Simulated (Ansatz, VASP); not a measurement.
**LiAl4O in VASP and in Ansatz**

Contents of INCAR:

```
ALGO = Normal ; EDIFF = 1E-7
EDIFFG = -0.01 ; ENCUT = 600
GGA = PE ; IBRION = 2
ISIF = 3 ; ISMEAR = 0
LASPH = T ; LCHARG = F
LREAL = F ; LWAVE = F
NELM = 100 ; NSW = 100
PREC = Accurate ; SIGMA = 0.1
```

The input KPOINTS:

```
k-points
0
Gamma
  18 18 4
```

POSCAR

```
LiAl4O
1.0
    2.8678672701      0.0000000000      0.0000000000
   -1.4339336351      2.4836459106      0.0000000000
    0.0000000000      0.0000000000     13.4375255874
Li Al O
1 4 1
Direct
    0.0000000000      0.0000000000      0.5302152417
    0.6666666667      0.3333333333      0.7053798544
    0.0000000000      0.0000000000      0.8822786035
    0.0000000000      0.0000000000      0.1902638389
    0.6666666667      0.3333333333      0.3648437486
    0.6666666667      0.3333333333      0.1326227130
```

Input for Ansatz:

```yaml
crystal:
  lattice:
    - [2.8678672701, 0.0, 0.0]
    - [-1.4339336351, 2.4836459106, 0.0]
    - [0.0, 0.0, 13.4375255874]
  atoms:
    - { symbol: Li, position: [0.0, 0.0, 0.5302152417] }
    - { symbol: Al, position: [0.6666666667, 0.3333333333, 0.7053798544] }
    - { symbol: Al, position: [0.0, 0.0, 0.8822786035] }
    - { symbol: Al, position: [0.0, 0.0, 0.1902638389] }
    - { symbol: Al, position: [0.6666666667, 0.3333333333, 0.3648437486] }
    - { symbol: O, position: [0.6666666667, 0.3333333333, 0.132622713] }
basis:
  ecutwfc: 420
kpoints:
  mp_grid: { grid: [18, 18, 4] }
hamiltonian:
  xc: pbe
scf:
  occupations: { method: gaussian, width: 0.1 }
output:
  forces: true
  stress: true
  eigenvalues: true
  write_density: true
  write_potential: true
  elf: true
  volumetric_format: npy
relax:
  adjacent_minimum: "off"
  f_tol: 0.01
  max_steps: 80
  cell: { stress_tol: 0.05 }
```

Change from the starting cell: species swapped into the MoWSe4 type (P3m1, No. 156).

Alike in both runs: task relaxation of cell and atoms; functional PBE; k mesh 18 × 18 × 4; occupations gaussian, width 0.1 eV; no spin polarisation.

```csv
,VASP,Ansatz
version,VASP 6.6.1,Ansatz 0.2.0
potentials or method,"VASP PAW PBE potentials, release 64 (Li_sv, Al, O), cutoff 600 eV","scalar-relativistic, plane waves, PAW"
valence electrons in the cell,21,21
```

Ansatz gave:

* gap on the k mesh at the Fermi level, each at its own relaxed structure (eV): none
* relaxed volume (Å³/atom): 16.82
* relaxed length of the cell vector where the two differ most in proportion (Å): 13.997

Task: What did VASP give for the same quantities?

Result: gap on the k mesh at the Fermi level, each at its own relaxed structure (eV): none; relaxed volume (Å³/atom): 16.63; relaxed length of the cell vector where the two differ most in proportion (Å): 13.851.

A gap of «none» marks a metal or a gap that the smearing closes.

Noted on VASP's run: the cutoff is under 1.25 times that of the potentials, so the pressure is a little rough.
